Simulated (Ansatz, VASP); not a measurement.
## LuTl2 in VASP and in Ansatz

File INCAR:

```
SYSTEM = LuTl2
PREC = Accurate
ENCUT = 600
EDIFF = 1E-6
ISMEAR = 0
SIGMA = 0.1
LREAL = .FALSE.
LASPH = .TRUE.
NELM = 100
ALGO = Fast
ISIF = 3
LWAVE = .FALSE.
LCHARG = .FALSE.
GGA = PE
IBRION = 2
NSW = 90
EDIFFG = -0.04
```

KPOINTS

```
Automatic mesh
0
G
  6 6 6
  0 0 0
```

POSCAR

```
LuTl2
1.0
    5.4451641246      0.0000000000      0.0000000000
   -2.7225820623      4.7156504597      0.0000000000
    0.0000000000      0.0000000000      3.2553464859
Lu Tl
1 2
Direct
    0.0000000000      0.0000000000      0.0000000000
    0.3333333333      0.6666666667      0.5000000000
    0.6666666667      0.3333333333      0.5000000000
```

Input for Ansatz:

```yaml
crystal:
  lattice:
    - [5.4451641246, 0.0, 0.0]
    - [-2.7225820623, 4.7156504597, 0.0]
    - [0.0, 0.0, 3.2553464859]
  atoms:
    - { symbol: Lu, position: [0.0, 0.0, 0.0] }
    - { symbol: Tl, position: [0.3333333333, 0.6666666667, 0.5] }
    - { symbol: Tl, position: [0.6666666667, 0.3333333333, 0.5] }
basis:
  ecutwfc: 420
kpoints:
  mp_grid: { grid: [6, 6, 6] }
hamiltonian:
  xc: pbe
scf:
  occupations: { method: gaussian, width: 0.1 }
  lower_state_search: "off"
output:
  forces: true
  stress: true
  eigenvalues: true
relax:
  adjacent_minimum: "off"
  f_tol: 0.04
  max_steps: 70
  cell: { stress_tol: 0.4 }
```

Change from the starting cell: species swapped into the HfBe2 type (P6/mmm, No. 191).

Alike in both runs: task relaxation of cell and atoms; functional PBE; k mesh 6 × 6 × 6; occupations gaussian, width 0.1 eV; no spin polarisation.

|  | VASP | Ansatz |
| --- | --- | --- |
| version | VASP 6.6.1 | Ansatz 0.2.0 |
| potentials or method | VASP PAW PBE potentials, release 64 (Lu, Tl_d), cutoff 600 eV | scalar-relativistic, plane waves, PAW |
| valence electrons in the cell | 51 | 51 |

```tsv
	VASP	Ansatz	Ansatz less VASP
gap on the k mesh at the Fermi level, each at its own relaxed structure (eV)	none	none	-
relaxed volume (Å³/atom)	27.22	27.29	+0.067
relaxed cell length with the largest relative difference (Å)	5.281	5.286	+0.0050
```

A gap of «none» marks a metal or a gap that the smearing closes.

Neither program's run includes spin-orbit coupling.
